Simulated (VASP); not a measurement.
Runs of VASP 6.6.1 on Li4TaO. The structure is that of space group P6/mmm (No. 191), or close to it. The cells are those of the table. 

```tsv
task	spin	cell	k mesh	cutoff (eV)	gap on the mesh (eV)	moment (μB)	largest force (eV/Å)
single point	off	a = 3.210, b = 3.210, c = 7.325 Å, angles 90.0, 90.0, 120.0°, 6 atoms	12 × 12 × 6	520	none	-	-
single point	off	a = 3.139, b = 3.139, c = 6.971 Å, angles 90.0, 90.0, 120.0°, 6 atoms	6 × 6 × 4	520	none	-	4.42
single point	collinear, ferromagnetic start	a = 3.139, b = 3.139, c = 6.971 Å, angles 90.0, 90.0, 120.0°, 6 atoms	6 × 6 × 4	520	none	(a)	4.43
relaxation of cell and atoms	off	relaxed from a = 3.209, b = 3.209, c = 7.341 Å, angles 90.0, 90.0, 120.0°, 6 atoms	12 × 12 × 6	600	none	-	-
single point	collinear, ferromagnetic start	a = 3.209, b = 3.209, c = 7.341 Å, angles 90.0, 90.0, 120.0°, 6 atoms	6 × 6 × 4	520	none	0.00	-
```

Alike in all rows: level PBE; potentials or basis VASP PAW PBE potentials, release 64 (Li_sv, Ta_pv, O); smearing gaussian 0.1 eV.

Question: Fill in the values left out.

Answer: (a) 0.33.

Caveats: some runs use coarse meshes; spin-orbit coupling is left out, which moves the levels of the heavy elements; an odd number of electrons without spin polarisation forces a metal (some runs); a magnetic or distorted state may lie lower (some runs); forces of over 1 eV/Å act on the atoms, so gaps and moduli don't describe the material at rest (some runs).

A k mesh can miss the band edges, and the runs leave out spin-orbit coupling on Ta.

A gap of «none» marks levels without a gap at the run's occupations.
